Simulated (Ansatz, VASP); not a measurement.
**NiO in VASP and in Ansatz**

```xyz
2
Lattice="2.5046 0.0000 0.0000 0.0000 2.5046 0.0000 0.0000 0.0000 2.5046" Properties=species:S:1:pos:R:3 pbc="T T T"
Ni    0.0000    0.0000    0.0000
O     1.2523    1.2523    1.2523
```

Alike in both runs: task single point; functional PBEsol; k mesh 7 × 7 × 7; occupations gaussian, width 0.05 eV; collinear spin; Hubbard terms Ni d U = 1.0 eV.

|  | VASP | Ansatz |
| --- | --- | --- |
| version | VASP 6.6.1 | Ansatz 0.2.0 |
| potentials or method | VASP PAW PBE potentials, release 64 (Ni, O), cutoff 520 eV | scalar-relativistic, plane waves, PAW |
| valence electrons in the cell | 16 | 24 |

Ansatz gave:

| Quantity | Value |
| --- | --- |
| gap on the k mesh at the Fermi level (eV) | none |
| pressure (GPa) | 19.2 |
| net moment per atom (μB) | 0.88 |
| size of the moment on the site where the two differ most (μB) | 1.31 |

Task: What did VASP give for the same quantities?

Result: gap on the k mesh at the Fermi level (eV): none; pressure (GPa): 13.9; net moment per atom (μB): 0.72; size of the moment on the site where the two differ most (μB): 1.05.

The net moments are unlike, so the other rows may belong to different states. VASP's potentials were made for PBE, not for PBEsol. Site moments also hang on the region over which each program counts them. The programs project onto different local orbitals, so the same U acts differently, and such runs can settle in different states. A gap of «none» marks a metal or a gap that the smearing closes. VASP's potentials hold 16 valence electrons a cell and Ansatz's 24, so a difference there can come from the potentials and not from the codes. Ansatz's warnings: filled band counts differ across k points.
